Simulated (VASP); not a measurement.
# Si: relaxation of cell and atoms with HSE06

The system is Si.

```
Si
1.0
     0.00000    2.72212    2.72212
     2.72212    0.00000    2.72212
     2.72212    2.72212    0.00000
Si
2
Direct
  0.00000 0.00000 0.00000
  0.25000 0.25000 0.25000
```

* Program: VASP 6.6.1
* Task: relaxation of cell and atoms
* Functional: HSE06
* Potentials or basis: VASP PAW PBE potentials, release 64 (Si)
* Cutoff: 600 eV
* k mesh: 6 × 6 × 6
* Occupations: fermi-dirac, width 0.02 eV
* Spin: no spin polarisation
* Dipole correction: no
* Grid for exact exchange (PRECFOCK): Normal
* Further INCAR settings: ALGO = Normal; EDIFF = 1e-06; IBRION = 2; EDIFFG = -0.005; NSW = 80; ISIF = 3
* Share of exact exchange: 0.25
* Screening parameter: 0.2079 1/Å

| Item | Value |
| --- | --- |
| Relaxed volume | 20.07 Å³/atom |
| Relaxed cell | a = 3.843 Å, b = 3.843 Å, c = 3.843 Å, α = 60.00°, β = 60.00°, γ = 60.00° |
| Space group after relaxing (to 0.1 Å) | Fd-3m (No. 227) |
| Energy gained by relaxing | 0.2 meV/atom |
| Ionic steps | 3 |
| Pressure after relaxing | 0.0 GPa |
| Band gap on the k mesh | 1.30 eV (least direct gap 3.33 eV) |

The path:
| step | energy change (eV) | largest force (eV/Å) | pressure (GPa) | volume (Å³) |
| --- | --- | --- | --- | --- |
| 1 | 0.0000 | 0.0000 | -0.52 | 40.34 |
| 2 | -0.0001 | 0.0000 | 0.41 | 39.96 |
| 3 | -0.0003 | 0.0000 | 0.01 | 40.13 |

Final structure:
```
Si
1.0
     0.00000    2.71736    2.71736
     2.71736    0.00000    2.71736
     2.71736    2.71736    0.00000
Si
2
Direct
  0.00000 0.00000 0.00000
  0.25000 0.25000 0.25000
```

Levels at points of the mesh, in eV from the valence-band top:
```tsv
k point	band 1	band 2	band 3	band 4	band 5	band 6	band 7	band 8
(0.00, 0.00, 0.00)	-13.27	0.00	0.00	0.00	3.33	3.33	3.33	4.30
(0.50, 0.00, 0.00)	-10.68	-7.70	-1.31	-1.31	2.24	4.14	4.14	8.62
(0.50, 0.50, 0.00)	-8.66	-8.66	-3.13	-3.13	1.30	1.30	11.47	11.47
```

Run time: 36 min on 1 thread of Intel Xeon 8259CL, with other jobs on the host, peak memory 0.29 GiB.

Caveat: the PAW data sets were made with another functional, which shifts forces and pressure a little. A k mesh can miss the band edges.
